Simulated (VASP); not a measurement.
Input of a VASP 6.6.1 run:

Contents of INCAR:

```
PREC = Accurate
ENCUT = 520
EDIFF = 1E-8
ISMEAR = 0
SIGMA = 0.01
LREAL = F
LASPH = T
NELM = 80
ALGO = Normal
ISIF = 2
LWAVE = F
LCHARG = T
GGA = CA
NBANDS = 16
IBRION = 8
NSW = 1
LEPSILON = T
```

File KPOINTS:

```
regular mesh
0
Gamma
  12 12 12
```

POSCAR

```
GaAs
1.0
    0.0000000000      2.5491422855      2.5491422855
    2.5491422855      0.0000000000      2.5491422855
    2.5491422855      2.5491422855      0.0000000000
Ga As
1 1
Direct
    0.0000000000      0.0000000000      0.0000000000
    0.7500000000      0.7500000000      0.7500000000
```

Potentials or basis: VASP PAW LDA potentials, release 64 (Ga_d, As).

Launch:

```console
$ cat potpaw_LDA.64/Ga_d/POTCAR potpaw_LDA.64/As/POTCAR > POTCAR
$ mpirun -np 1 vasp_std > vasp.out
```

What does it give for the electronic dielectric tensor (diagonal)?

10.77.

Estimate the Born charges (mean of the diagonal).

Ga +1.57; As -1.57 e.

Predict the highest phonon frequency at Γ, LO-TO splitting left out.

378 cm⁻¹.

Electronic dielectric tensor:
```
10.77  0.00  0.00
 0.00 10.77  0.00
 0.00  0.00 10.77
```

Caveat: the cell wasn't relaxed at this level first, which shifts response properties.
